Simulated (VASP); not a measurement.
# CaB15N16 (a cell with a defect) in VASP: further runs

The runs below take CaB15N16 (a cell with a defect) through single point, with PBE.

Program: VASP 6.6.1. These are calculated values, not measurements. Logs are shortened: lines on timing, memory, paths and dates and some standing lists are left out, and cuts for length are marked.

**1. The cell of the first run**

The cell holds a defect, 32 atoms: a = 6.277 Å, b = 6.277 Å, c = 6.277 Å, α = 109.47°, β = 109.47°, γ = 109.47°.

**2. Single point, PBE, collinear spin**

Input file INCAR:

```
SYSTEM = CaB15N16
  PREC = Accurate
  ENCUT = 520
  EDIFF = 1E-6
  ISMEAR = 0
  SIGMA = 0.01
  LREAL = Auto
  LASPH = .TRUE.
  NELM = 200
  ALGO = Normal
  ISIF = 2
  LWAVE = .FALSE.
  LCHARG = .TRUE.
  ISPIN = 2
  MAGMOM = 0 0 0 0 0 0 0.01 0 0 0 0 0 0 0 0 0.06 0 0.03 0.01 0.03 0.04 0.21 0.21 0.04 0.03 0 0.03 0.01 0 0 0 0
  LORBIT = 11
  NUPDOWN = 1.0
  GGA = PE
  LELF = .TRUE.
  LVHAR = .TRUE.
  NBANDS = 94
  GGA_COMPAT = .FALSE.
  ISYM = -1
```

Input file KPOINTS:

```
explicit points
1
Reciprocal
  0.25000000   0.25000000   0.25000000 1
```

Input file POSCAR:

```
CaB15N16
1.0
   -3.6241103800      3.6241103800     -3.6241103800
    3.6241103800      3.6241103800      3.6241103800
    3.6241103800     -3.6241103800     -3.6241103800
B Ca N
15 1 16
Direct
   -0.0093286862     -0.0120740885     -0.0063165500
   -0.0022624260      0.2455178010      0.7606152644
   -0.0023017324      0.5109324457      0.4952260941
   -0.0093363797      0.7439895532      0.2376282943
    0.2505614934     -0.0041436612      0.7612432198
    0.2505680657      0.5115586097      0.2455097558
    0.2505668383      0.7469375849     -0.0033813874
    0.5104776339      0.0038883804      0.4975235299
    0.5104738979      0.2478191502      0.2535720916
    0.5033943583      0.4983518767      0.0134649105
    0.5034346156      0.7638264752      0.7480994108
    0.7429324340     -0.0125729802      0.2371342150
    0.7505827589      0.2506539860      0.0003429161
    0.7582257275      0.4950610649      0.7447670398
    0.7505608595      0.7506404577      0.5003368078
    0.2506458257      0.2777555812      0.5273134370
   -0.0483997262     -0.0499430296      0.1997658344
   -0.0040852882      0.2499651215      0.0065470209
    0.0113622297      0.5011947244      0.7508815851
   -0.0041046045      0.7568546077      0.4996475759
    0.2505660456     -0.0072464663      0.0068726434
    0.2505554316      0.2427566845      0.8220593186
    0.2505617716      0.5725351611      0.4924634954
    0.2505634117      0.7571976300      0.2424475099
    0.5052382950      0.0115422956      0.7543200800
    0.5495876736      0.2490158618      0.4987180847
    0.5052281273      0.5046224706      0.2612150322
    0.4897735978      0.7404018620     -0.0099129146
    0.7555887087     -0.0049808464      0.4989871504
    0.7556052129      0.2492990502      0.2447230117
    0.7455380184      0.4900015186     -0.0060392145
    0.7455305241      0.7442664358      0.7397021831
```

Potentials or basis: VASP PAW PBE potentials, release 64 (B, Ca_sv, N).

Started as:

```console
cat potpaw_PBE.64/B/POTCAR potpaw_PBE.64/Ca_sv/POTCAR potpaw_PBE.64/N/POTCAR > POTCAR
mpirun -np 1 vasp_std > vasp.out
```

OUTCAR:

```text
SYSTEM = CaB15N16
   PREC = Accurate
   ENCUT = 520
   EDIFF = 1E-6
   ISMEAR = 0
   LREAL = Auto
   LASPH = .TRUE.
   NELM = 200
   ISIF = 2
   ISPIN = 2
   LORBIT = 11
   NUPDOWN = 1.0
   GGA = PE
   ISYM = -1

 ion  position               nearest neighbor table
   1  0.991  0.988  0.994-  17 1.47  32 1.56  21 1.60  18 1.61
   2  0.998  0.246  0.761-  22 1.51  18 1.54  29 1.58  19 1.60  16 2.50
   3  0.998  0.511  0.495-  23 1.51  20 1.54  30 1.58  19 1.60  16 2.50
   4  0.991  0.744  0.238-  17 1.47  31 1.56  24 1.60  20 1.61
   5  0.251  0.996  0.761-  22 1.47  21 1.55  20 1.58  25 1.58  16 2.65
   6  0.251  0.512  0.246-  23 1.47  24 1.55  18 1.58  27 1.58  16 2.65
   7  0.251  0.747  0.997-  21 1.52  24 1.52  19 1.53  28 1.53
   8  0.510  0.004  0.498-  26 1.47  29 1.56  24 1.60  25 1.61
   9  0.510  0.248  0.254-  26 1.47  30 1.56  21 1.60  27 1.61
  10  0.503  0.498  0.013-  22 1.51  27 1.54  31 1.58  28 1.60  16 2.50
  11  0.503  0.764  0.748-  23 1.51  25 1.54  32 1.58  28 1.60  16 2.50
  12  0.743  0.987  0.237-  17 1.48  28 1.56  29 1.60  30 1.60  16 2.62
  13  0.751  0.251  0.000-  31 1.53  30 1.53  25 1.53  18 1.53
  14  0.758  0.495  0.745-  26 1.48  19 1.56  31 1.60  32 1.60  16 2.61
  15  0.751  0.751  0.500-  29 1.53  32 1.53  27 1.53  20 1.53
  16  0.251  0.278  0.527-  23 1.93  22 1.93  26 2.00  17 2.00  11 2.50   3 2.50  10 2.50   2 2.50
                            14 2.61  12 2.62   6 2.65   5 2.65
  17  0.952  0.950  0.200-   4 1.47   1 1.47  12 1.48  16 2.00
  18  0.996  0.250  0.007-  13 1.53   2 1.54   6 1.58   1 1.61
  19  0.011  0.501  0.751-   7 1.53  14 1.56   3 1.60   2 1.60
  20  0.996  0.757  0.500-  15 1.53   3 1.54   5 1.58   4 1.61
  21  0.251  0.993  0.007-   7 1.52   5 1.55   1 1.60   9 1.60
  22  0.251  0.243  0.822-   5 1.47   2 1.51  10 1.51  16 1.93
[... 8 lines left out ...]
  31  0.746  0.490  0.994-  13 1.53   4 1.56  10 1.58  14 1.60
  32  0.746  0.744  0.740-  15 1.53   1 1.56  11 1.58  14 1.60

IMPORTANT INFORMATION: All symmetrisations will be switched off!
NOSYMM: (Re-)initialisation of all symmetry stuff for point group C_1.

----------------------------------------------------------------------------------------

                                     Primitive cell

  volume of cell :     190.3988

  direct lattice vectors                    reciprocal lattice vectors
    -3.624110380  3.624110380 -3.624110380     0.000000000  0.137964893 -0.137964893
     3.624110380  3.624110380  3.624110380     0.137964893  0.137964893  0.000000000
     3.624110380 -3.624110380 -3.624110380     0.137964893  0.000000000 -0.137964893

  length of vectors
     6.277143310  6.277143310  6.277143310     0.195111823  0.195111823  0.195111823

  position of ions in fractional coordinates (direct lattice)
     0.990671314  0.987925911  0.993683450
     0.997737574  0.245517801  0.760615264
     0.997698268  0.510932446  0.495226094
     0.990663620  0.743989553  0.237628294
     0.250561493  0.995856339  0.761243220
     0.250568066  0.511558610  0.245509756
[... 24 lines left out ...]
     0.745538018  0.490001519  0.993960786
     0.745530524  0.744266436  0.739702183

  ion indices of the primitive-cell ions
   primitive index   ion index
                 1           1
                 2           2
                 3           3
                 4           4
                 5           5
                 6           6
[... 24 lines left out ...]
                31          31
                32          32

----------------------------------------------------------------------------------------

 KPOINTS: explicit points

Read explicit list of k-points.

 Found      1 k-points:

 Following reciprocal coordinates:
            Coordinates               Weight
  0.250000  0.250000  0.250000      1.000000
   k-points           NKPTS =      1   k-points in BZ     NKDIM =      1   number of bands    NBANDS=     94
   number of dos      NEDOS =    301   number of ions     NIONS =     32
   total plane-waves  NPLWV = 110592
   dimension x,y,z NGX =    48 NGY =   48 NGZ =   48
   dimension x,y,z NGXF=    96 NGYF=   96 NGZF=   96
   ions per type =              15   1  16
   NGX,Y,Z   is equivalent  to a cutoff of  12.71, 12.71, 12.71 a.u.
   NGXF,Y,Z  is equivalent  to a cutoff of  25.42, 25.42, 25.42 a.u.
 SYSTEM =  CaB15N16
   PREC   = accura    normal or accurate (medium, high low for compatibility)
   ISTART =      0    job   : 0-new  1-cont  2-samecut
   ICHARG =      2    charge: 1-file 2-atom 10-const
   ISPIN  =      2    spin polarized calculation?
   LNONCOLLINEAR =      F non collinear calculations
   LSORBIT =      F    spin-orbit coupling
   LASPH  =      T    aspherical Exc in radial PAW
   ENCUT  =  520.0 eV  38.22 Ry    6.18 a.u.  11.67 11.67 11.67*2*pi/ulx,y,z
   NELM   =    200;   NELMIN=  2; NELMDL= -5     # of ELM steps
   EDIFF  = 0.1E-05   stopping-criterion for ELM
   LREAL  =      T    real-space projection
   EDIFFG = 0.1E-04   stopping-criterion for IOM
   NSW    =      0    number of steps for IOM
   IBRION =     -1    ionic relax: 0-MD 1-quasi-New 2-CG
   NFREE  =      0    steps in history (QN), initial steepest desc. (CG)
   ISIF   =      2    stress and relaxation
   ISYM   =     -1    0-nonsym 1-usesym 2-fastsym
   POTIM  = 0.5000    time-step for ionic-motion
   TEBEG  =    0.0;   TEEND  =   0.0 temperature during run
   PSTRESS=    0.0 pullay stress
   NELECT =     135.0000    total number of electrons
   NUPDOWN=       1.0000    fix difference up-down
   EMIN   =  10.00;   EMAX   =-10.00  energy-range for DOS
   EFERMI =   0.00;   METHOD = LEGACY
   ISMEAR =     0;   SIGMA  =   0.01  broadening in eV -4-tet -1-fermi 0-gaus
   EFERMI_NEDOS =   21; number of points for ismear=-14 and -15
   IALGO  =     38    algorithm
   IMIX   =      4    mixing-type and parameters
     AMIX     =   0.40;   BMIX     =  1.00
     AMIX_MAG =   1.60;   BMIX_MAG =  1.00
  volume/ion in A,a.u.               =       5.95        40.15
  Fermi-wavevector in a.u.,A,eV,Ry     =   1.459816  2.758652 28.994854  2.131062
  Thomas-Fermi vector in A             =   2.576338
   LORBIT       =     11    0 simple, 1 ext, 2 COOP (PROOUT), +10 PAW based schemes
   GGA     = PE    functional components
   LHFCALC =     F    Hartree Fock is set to
   AEXX    =    0.0000 exact exchange contribution
   IVDW    =     0    specifies the selected vdW correction
   LEPSILON=     F    determine dielectric tensor
   LRPA    =     F    only Hartree local field effects (RPA)
 spin polarized calculation
 Gauss-broadening in eV      SIGMA  =   0.01
  energy-cutoff  :      520.00
  volume of cell :      190.40
 maximum number of plane-waves:      5072
 NGX is ok and might be reduce to    48
   NGX = 23   NGY = 23   NGZ = 23

 number of electron     135.0000002 magnetization       0.9999952

 Free energy of the ion-electron system (eV)
  ---------------------------------------------------
  ext. energy  EPLUGINS =         0.00000000
  ---------------------------------------------------
  free energy    TOTEN  =      -262.51984684 eV

  energy without entropy =     -262.51984684  energy(sigma->0) =     -262.51984684

 E-fermi :   8.0843     XC(G=0): -12.9315

 val. band max:        7.9852178849   @ k =   0.2500   0.2500   0.2500
 cond. band min:       8.4302680958   @ k =   0.2500   0.2500   0.2500
 fundamental gap:      0.4450502109
 Fermi energy:         8.0842847786

 spin component 1

 k-point     1 :       0.2500    0.2500    0.2500
  band No.  band energies     occupation
      1     -29.4366      1.00000
      2     -12.6527      1.00000
      3     -12.2276      1.00000
      4     -11.9206      1.00000
      5     -10.8749      1.00000
      6     -10.8075      1.00000
[... 71 lines left out ...]
     78      15.1690      0.00000
     79      15.3559      0.00000
 Fermi energy:         8.0842847786

 spin component 2

 k-point     1 :       0.2500    0.2500    0.2500
  band No.  band energies     occupation
      1     -29.3541      1.00000
      2     -12.4612      1.00000
      3     -12.1157      1.00000
      4     -11.9022      1.00000
      5     -10.7959      1.00000
      6     -10.7194      1.00000
[... 71 lines left out ...]
     78      15.2002      0.00000
     79      15.3646      0.00000
 [bands above 79 left out]

------------------------ aborting loop because EDIFF is reached ----------------------------------------

  FORCE on cell =-STRESS in cart. coord.  units (eV):
  Direction    XX          YY          ZZ          XY          YZ          ZX
  --------------------------------------------------------------------------------------
  -------------------------------------------------------------------------------------
  Total       36.4835508     38.1627192     38.1641361      0.0116446      6.3333456      0.0289358
  in kB      307.0035807    321.1335303    321.1454530      0.0979872     53.2941488      0.2434904
  external PRESSURE =     316.4275213 kB  Pullay stress =       0.0000000 kB

 VOLUME and BASIS-vectors are now :
 -----------------------------------------------------------------------------
  energy-cutoff  :      520.00
  volume of cell :      190.40
      direct lattice vectors                 reciprocal lattice vectors
    -3.624110380  3.624110380 -3.624110380     0.000000000  0.137964893 -0.137964893
     3.624110380  3.624110380  3.624110380     0.137964893  0.137964893  0.000000000
     3.624110380 -3.624110380 -3.624110380     0.137964893  0.000000000 -0.137964893

 POSITION                                       TOTAL-FORCE (eV/Angst)
 -----------------------------------------------------------------------------------
      3.59127      3.56944     -3.61117        -0.003336      0.026072      0.007395
      0.03043      1.74914     -5.48268         0.010722     -0.005655      0.024354
      0.03066      3.67269     -3.55885         0.011656     -0.025546      0.006438
     -0.03278      5.42538     -1.75517        -0.003659     -0.006419     -0.025598
      5.45986      1.75833     -0.05780        -0.024162     -0.004622     -0.005114
      1.83561      1.87228      0.05610        -0.026368      0.005780      0.006119
[... 24 lines left out ...]
      2.67613      0.87551     -4.52832         0.000210      0.005229      0.009699
      2.67618      2.71843     -2.68534        -0.000602     -0.008363     -0.004779
 -----------------------------------------------------------------------------------
    total drift:                                0.000365     -0.004316      0.000408

  FREE ENERGIE OF THE ION-ELECTRON SYSTEM (eV)
  ---------------------------------------------------
  free  energy   TOTEN  =      -262.5198468394 eV

  energy  without entropy=     -262.5198468394  energy(sigma->0) =     -262.51984684

 total charge

# of ion       s       p       d       tot
------------------------------------------
    1        0.678   1.390   0.000   2.069
    2        0.680   1.394   0.000   2.074
    3        0.680   1.394   0.000   2.074
    4        0.678   1.390   0.000   2.069
    5        0.686   1.420   0.000   2.106
    6        0.686   1.420   0.000   2.106
[... 24 lines left out ...]
   31        1.213   2.767   0.000   3.980
   32        1.213   2.767   0.000   3.980
--------------------------------------------------
tot         31.949  71.635   0.855 104.440

 magnetization (x)

# of ion       s       p       d       tot
------------------------------------------
    1        0.001  -0.001   0.000  -0.001
    2       -0.002  -0.005   0.000  -0.007
    3       -0.002  -0.005   0.000  -0.007
    4        0.001  -0.001   0.000  -0.001
    5       -0.001  -0.004   0.000  -0.005
    6       -0.001  -0.004   0.000  -0.005
[... 24 lines left out ...]
   31        0.001   0.003   0.000   0.004
   32        0.001   0.003   0.000   0.004
--------------------------------------------------
tot          0.031   0.732   0.067   0.829
```

Wall time 85 s (1 thread of Intel Xeon 6975P-C (Granite Rapids), shared host); peak memory 0.41 GiB.

What came out:

```yaml
Free_energy: -262.5198 eV
Pressure: 31.6 GPa
Largest_force: 0.105 eV/Å
Net_moment: 1.00 μB per cell
Site_moments: B -0.00, -0.01, +0.01 (each value once); Ca +0.10; N +0.01, +0.03, +0.04, +0.24, +0.25, +0.00 (each value once) μB
Valence_electrons_inside_the_program's_atomic_spheres: B 2.07, 2.11, 2.17, 2.05 (each value once); Ca 8.95; N 4.12, 3.98, 3.97, 4.06 (each value once)
```

Forces on the atoms (eV/Å):
```
B   -0.003  0.026  0.007
B    0.011 -0.006  0.024
B    0.012 -0.026  0.006
B   -0.004 -0.006 -0.026
B   -0.024 -0.005 -0.005
B   -0.026  0.006  0.006
B    0.001  0.000 -0.001
B   -0.004 -0.026 -0.007
B   -0.005  0.008  0.027
B    0.009  0.025 -0.004
B    0.010  0.006 -0.027
B    0.023 -0.011  0.012
B   -0.003 -0.001  0.001
B    0.025  0.011 -0.011
B   -0.003 -0.003  0.001
Ca  -0.031 -0.004 -0.001
N   -0.046 -0.038  0.038
N   -0.003 -0.002 -0.015
N   -0.008 -0.005  0.004
N   -0.002  0.016  0.001
N    0.013  0.002  0.001
N    0.051 -0.063 -0.065
N    0.052  0.065  0.064
N    0.013 -0.001 -0.002
N   -0.004  0.001  0.016
N   -0.044  0.038 -0.038
N   -0.004 -0.016 -0.001
N   -0.007  0.005 -0.006
N    0.000  0.011  0.004
N    0.000 -0.005 -0.010
N    0.000  0.005  0.010
N   -0.001 -0.008 -0.005
```

Caveat: the total moment is fixed, so each spin has its own Fermi level and the state may be an excited one.

**3. Single point, PBE, collinear spin**

Input file INCAR:

```
SYSTEM = CaB15N16
PREC = Accurate
ENCUT = 520
EDIFF = 1E-6
ISMEAR = 0
SIGMA = 0.01
LREAL = Auto
LASPH = .True.
NELM = 200
ALGO = Normal
ISIF = 2
LWAVE = .False.
LCHARG = .True.
ISPIN = 2
MAGMOM = 0 0 0 0 0 0 0.01 0 0 0 0 0 0 0 0 0.06 0 0.03 0.01 0.03 0.04 0.21 0.21 0.04 0.03 0 0.03 0.01 0 0 0 0
LORBIT = 11
NUPDOWN = 1.0
GGA = PE
LELF = .True.
LVHAR = .True.
NBANDS = 94
GGA_COMPAT = .False.
ISYM = -1
```

KPOINTS is that of step 2.

POSCAR: that of step 2 with these lines changed.

```diff
@@ -2,5 +2,5 @@
 1.0
-   -3.6241103800      3.6241103800     -3.6241103800
-    3.6241103800      3.6241103800      3.6241103800
-    3.6241103800     -3.6241103800     -3.6241103800
+   -3.6241103844      3.6241103844     -3.6241103844
+    3.6241103844      3.6241103844      3.6241103844
+    3.6241103844     -3.6241103844     -3.6241103844
 B Ca N
```

Potentials or basis: VASP PAW PBE potentials, release 64 (B, Ca_sv, N).

Started as:

```console
cat potpaw_PBE.64/B/POTCAR potpaw_PBE.64/Ca_sv/POTCAR potpaw_PBE.64/N/POTCAR > POTCAR
mpirun -np 1 vasp_std > vasp.out
```

Run time: 65 s. Hardware: 1 thread of Intel Xeon 6975P-C (Granite Rapids), shared host; peak memory 0.41 GiB.

The run converged. Its results:

- Free energy: -262.5198 eV
- Pressure: 31.6 GPa
- Largest force: 0.105 eV/Å
- Net moment: 1.00 μB per cell
- Site moments: B -0.00, -0.01, +0.01 (each value once); Ca +0.10; N +0.01, +0.03, +0.04, +0.24, +0.25, +0.00 (each value once) μB
- Valence electrons inside the program's atomic spheres: B 2.07, 2.11, 2.17, 2.05 (each value once); Ca 8.95; N 4.12, 3.98, 3.97, 4.06 (each value once)

Forces in eV/Å, atoms in the order of the input:
```
B   -0.003  0.026  0.007
B    0.011 -0.006  0.024
B    0.012 -0.026  0.006
B   -0.004 -0.006 -0.026
B   -0.024 -0.005 -0.005
B   -0.026  0.006  0.006
B    0.001  0.000 -0.001
B   -0.004 -0.026 -0.007
B   -0.005  0.008  0.027
B    0.009  0.025 -0.004
B    0.010  0.006 -0.027
B    0.023 -0.011  0.012
B   -0.003 -0.001  0.001
B    0.025  0.011 -0.011
B   -0.003 -0.003  0.001
Ca  -0.031 -0.004 -0.001
N   -0.046 -0.038  0.038
N   -0.003 -0.002 -0.015
N   -0.008 -0.005  0.004
N   -0.002  0.016  0.001
N    0.013  0.002  0.001
N    0.051 -0.063 -0.065
N    0.052  0.065  0.064
N    0.013 -0.001 -0.002
N   -0.004  0.001  0.016
N   -0.044  0.038 -0.038
N   -0.004 -0.016 -0.001
N   -0.007  0.005 -0.006
N    0.000  0.011  0.004
N    0.000 -0.005 -0.010
N    0.000  0.005  0.010
N   -0.001 -0.008 -0.005
```

Stress tensor (GPa, compression positive):
```
30.70  0.01  0.02
 0.01 32.11  5.33
 0.02  5.33 32.11
```

Caveat: the total moment is fixed, so each spin has its own Fermi level and the state may be an excited one.
